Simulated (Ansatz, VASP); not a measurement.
One calculation of Ge2SbO, two programs

```
Ge Sb O
1.0
     3.06183    0.00000    0.00000
    -1.53092    2.65163    0.00000
     0.00000    0.00000   18.70758
Ge Sb O
4 2 2
Cartesian
  0.0000 1.7678 1.5461
  1.5309 0.8839 10.8999
  0.0000 1.7678 7.8077
  1.5309 0.8839 17.1615
  0.0000 1.7678 4.6769
  1.5309 0.8839 14.0307
  0.0000 0.0000 0.0000
  0.0000 0.0000 9.3538
```

Change from the starting cell: species swapped into the CrCuO2 type (P6_3/mmc, No. 194).

Alike in both runs: functional PBE; k mesh 12 × 12 × 2; occupations gaussian, width 0.1 eV; no spin polarisation.

Ansatz relaxed the structure, and its values are those at the end. VASP's run is a single point on that final structure, the one shown.

```csv
,VASP,Ansatz
version,VASP 6.6.1,Ansatz 0.2.0
potentials or method,"VASP PAW PBE potentials, release 64 (Ge_d, Sb, O), cutoff 520 eV","scalar-relativistic, plane waves, PAW"
valence electrons in the cell,78,98
```

|  | VASP | Ansatz | Ansatz less VASP |
| --- | --- | --- | --- |
| gap on the k mesh at the Fermi level (eV) | none | none | - |
| pressure (GPa) | 0.1 | 0.0 | -0.05 |
| rms of the force components (eV/Å) | 0.009 | 0.000 | -0.0089 |

A gap of «none» marks a metal or a gap that the smearing closes. VASP's potentials hold 78 valence electrons a cell and Ansatz's 98, so a difference there can come from the potentials and not from the codes.

Neither program's run includes spin-orbit coupling.
